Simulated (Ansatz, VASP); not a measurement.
**B6I: VASP beside Ansatz**

INCAR

```
ALGO = Normal
EDIFF = 1E-6
EDIFFG = -0.04
ENCUT = 600
GGA = PE
IBRION = 2
ISIF = 3
ISMEAR = 0
LASPH = True
LCHARG = False
LREAL = False
LWAVE = False
NELM = 80
NSW = 90
PREC = Accurate
SIGMA = 0.1
```

File KPOINTS:

```
k-points
0
Gamma
  6 6 4
```

File POSCAR:

```
B6I
1.0
    5.3841635000      0.0000000000      0.0000000000
   -2.6920817500      4.6628223700      0.0000000000
    0.0000000000      0.0000000000      3.8027163700
B I
6 1
Direct
    0.3333333300      0.6666666700      0.5000000000
    0.6666666700      0.3333333300      0.5000000000
    0.5000000000      0.0000000000      0.5000000000
    0.0000000000      0.5000000000      0.5000000000
    0.5000000000      0.5000000000      0.5000000000
    0.0000000000      0.0000000000      0.5000000000
    0.0000000000      0.0000000000      0.0000000000
```

Input for Ansatz:

```yaml
crystal:
  lattice:
    - [5.3841635, 0.0, 0.0]
    - [-2.69208175, 4.66282237, 0.0]
    - [0.0, 0.0, 3.80271637]
  atoms:
    - { symbol: B, position: [0.33333333, 0.66666667, 0.5] }
    - { symbol: B, position: [0.66666667, 0.33333333, 0.5] }
    - { symbol: B, position: [0.5, 0.0, 0.5] }
    - { symbol: B, position: [0.0, 0.5, 0.5] }
    - { symbol: B, position: [0.5, 0.5, 0.5] }
    - { symbol: B, position: [0.0, 0.0, 0.5] }
    - { symbol: I, position: [0.0, 0.0, 0.0] }
basis:
  ecutwfc: 420
kpoints:
  mp_grid: { grid: [6, 6, 4] }
hamiltonian:
  xc: pbe
scf:
  occupations: { method: gaussian, width: 0.1 }
  lower_state_search: "off"
output:
  forces: true
  stress: true
  eigenvalues: true
relax:
  adjacent_minimum: "off"
  f_tol: 0.04
  max_steps: 70
  cell: { stress_tol: 0.4 }
```

Alike in both runs: task relaxation of cell and atoms; functional PBE; k mesh 6 × 6 × 4; occupations gaussian, width 0.1 eV; no spin polarisation.

|  | VASP | Ansatz |
| --- | --- | --- |
| version | VASP 6.6.1 | Ansatz 0.2.0 |
| potentials or method | VASP PAW PBE potentials, release 64 (B, I), cutoff 600 eV | scalar-relativistic, plane waves, PAW |
| valence electrons in the cell | 25 | 35 |

VASP gave:

- gap on the k mesh at the Fermi level, each at its own relaxed structure (eV): none
- relaxed volume (Å³/atom): 17.76
- relaxed length of the cell vector where the two differ most in proportion (Å): 4.695

Q: Which values does Ansatz return?

A: gap on the k mesh at the Fermi level, each at its own relaxed structure (eV): none; relaxed volume (Å³/atom): 17.74; relaxed length of the cell vector where the two differ most in proportion (Å): 4.685.

A gap of «none» marks a metal or a gap that the smearing closes. VASP's potentials hold 25 valence electrons a cell and Ansatz's 35, so a difference there can come from the potentials and not from the codes.

The k mesh is coarse, so the values compare programs but aren't converged. Spin-orbit coupling is off throughout. Noted on VASP's run: the volume moved by over 15 % at a fixed basis, so the end points are rough.
